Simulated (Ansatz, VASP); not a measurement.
## One calculation of SiC, two programs

The input INCAR:

```
PREC = Accurate
ENCUT = 520
EDIFF = 1E-6
ISMEAR = 0
SIGMA = 0.01
LREAL = Auto
LASPH = T
NELM = 80
ALGO = Normal
ISIF = 2
LWAVE = F
LCHARG = T
GGA = PE
LELF = T
LVHAR = T
NBANDS = 86
```

Contents of KPOINTS:

```
regular mesh
0
Gamma
  4 4 2
```

POSCAR

```
SiC
1.0
    3.0941201761     -5.3591733614      0.0000000000
   -6.1882403623      0.0000000058      0.0000000000
    0.0000000000      0.0000000000    -10.1293391959
Si C
16 16
Direct
    0.3333333333      0.1666666667      0.0621558122
    0.8333333333      0.1666666667      0.0621558122
    0.3333333333      0.6666666667      0.0621558122
    0.8333333333      0.6666666667      0.0621558122
    0.1666666667      0.3333333333      0.5621558122
    0.6666666667      0.3333333333      0.5621558122
    0.1666666667      0.8333333333      0.5621558122
    0.6666666667      0.8333333333      0.5621558122
    0.5000000000      0.0000000000      0.3121004435
    1.0000000000      0.0000000000      0.3121004435
    0.5000000000      0.5000000000      0.3121004435
    1.0000000000      0.5000000000      0.3121004435
    0.0000000000      0.5000000000      0.8121004435
    0.5000000000      0.5000000000      0.8121004435
    0.0000000000      1.0000000000      0.8121004435
    0.5000000000      1.0000000000      0.8121004435
    0.3333333333      0.1666666667      0.2501925542
    0.8333333333      0.1666666667      0.2501925542
    0.3333333333      0.6666666667      0.2501925542
    0.8333333333      0.6666666667      0.2501925542
    0.1666666667      0.3333333333      0.7501925542
    0.6666666667      0.3333333333      0.7501925542
    0.1666666667      0.8333333333      0.7501925542
    0.6666666667      0.8333333333      0.7501925542
    0.0000000000      0.0000000000      0.4995521901
    0.5000000000      0.0000000000      0.4995521901
    0.0000000000      0.5000000000      0.4995521901
    0.5000000000      0.5000000000      0.4995521901
    0.5000000000      0.5000000000      0.9995521901
    1.0000000000      0.5000000000      0.9995521901
    0.5000000000      1.0000000000      0.9995521901
    1.0000000000      1.0000000000      0.9995521901
```

Input for Ansatz:

```yaml
crystal:
  lattice:
    - [3.0941201761, -5.3591733614, 0.0]
    - [-6.1882403623, 5.8e-09, 0.0]
    - [0.0, 0.0, -10.1293391959]
  atoms:
    - { symbol: Si, position: [0.3333333333, 0.1666666667, 0.0621558122] }
    - { symbol: Si, position: [0.8333333333, 0.1666666667, 0.0621558122] }
    - { symbol: Si, position: [0.3333333333, 0.6666666667, 0.0621558122] }
    - { symbol: Si, position: [0.8333333333, 0.6666666667, 0.0621558122] }
    - { symbol: Si, position: [0.1666666667, 0.3333333333, 0.5621558122] }
    - { symbol: Si, position: [0.6666666667, 0.3333333333, 0.5621558122] }
    - { symbol: Si, position: [0.1666666667, 0.8333333333, 0.5621558122] }
    - { symbol: Si, position: [0.6666666667, 0.8333333333, 0.5621558122] }
    - { symbol: Si, position: [0.5, 0.0, 0.3121004435] }
    - { symbol: Si, position: [1.0, 0.0, 0.3121004435] }
    - { symbol: Si, position: [0.5, 0.5, 0.3121004435] }
    - { symbol: Si, position: [1.0, 0.5, 0.3121004435] }
    - { symbol: Si, position: [0.0, 0.5, 0.8121004435] }
    - { symbol: Si, position: [0.5, 0.5, 0.8121004435] }
    - { symbol: Si, position: [0.0, 1.0, 0.8121004435] }
    - { symbol: Si, position: [0.5, 1.0, 0.8121004435] }
    - { symbol: C, position: [0.3333333333, 0.1666666667, 0.2501925542] }
    - { symbol: C, position: [0.8333333333, 0.1666666667, 0.2501925542] }
    - { symbol: C, position: [0.3333333333, 0.6666666667, 0.2501925542] }
    - { symbol: C, position: [0.8333333333, 0.6666666667, 0.2501925542] }
    - { symbol: C, position: [0.1666666667, 0.3333333333, 0.7501925542] }
    - { symbol: C, position: [0.6666666667, 0.3333333333, 0.7501925542] }
    - { symbol: C, position: [0.1666666667, 0.8333333333, 0.7501925542] }
    - { symbol: C, position: [0.6666666667, 0.8333333333, 0.7501925542] }
    - { symbol: C, position: [0.0, 0.0, 0.4995521901] }
    - { symbol: C, position: [0.5, 0.0, 0.4995521901] }
    - { symbol: C, position: [0.0, 0.5, 0.4995521901] }
    - { symbol: C, position: [0.5, 0.5, 0.4995521901] }
    - { symbol: C, position: [0.5, 0.5, 0.9995521901] }
    - { symbol: C, position: [1.0, 0.5, 0.9995521901] }
    - { symbol: C, position: [0.5, 1.0, 0.9995521901] }
    - { symbol: C, position: [1.0, 1.0, 0.9995521901] }
basis:
  ecutwfc: 420
  xc_grid: 2
kpoints:
  mp_grid: { grid: [4, 4, 2], shift: [0.0, 0.0, 0.0] }
hamiltonian:
  xc: pbe
scf:
  occupations: { method: gaussian, width: 0.01 }
output:
  forces: true
  stress: true
  eigenvalues: true
  write_density: true
  write_potential: true
  elf: true
  volumetric_format: npy
```

Alike in both runs: task single point; functional PBE; k mesh 4 × 4 × 2; occupations gaussian, width 0.01 eV; no spin polarisation.

|  | VASP | Ansatz |
| --- | --- | --- |
| version | VASP 6.6.1 | Ansatz 0.2.0 |
| potentials or method | VASP PAW PBE potentials, release 64 (Si, C), cutoff 520 eV | scalar-relativistic, plane waves, PAW |
| valence electrons in the cell | 128 | 128 |

```tsv
	VASP	Ansatz	Ansatz less VASP
gap on the k mesh at the Fermi level (eV)	2.22	2.22	+0.001
least direct gap on the mesh (eV)	2.22	2.22	+0.001
pressure (GPa)	0.0	0.0	+0.05
```
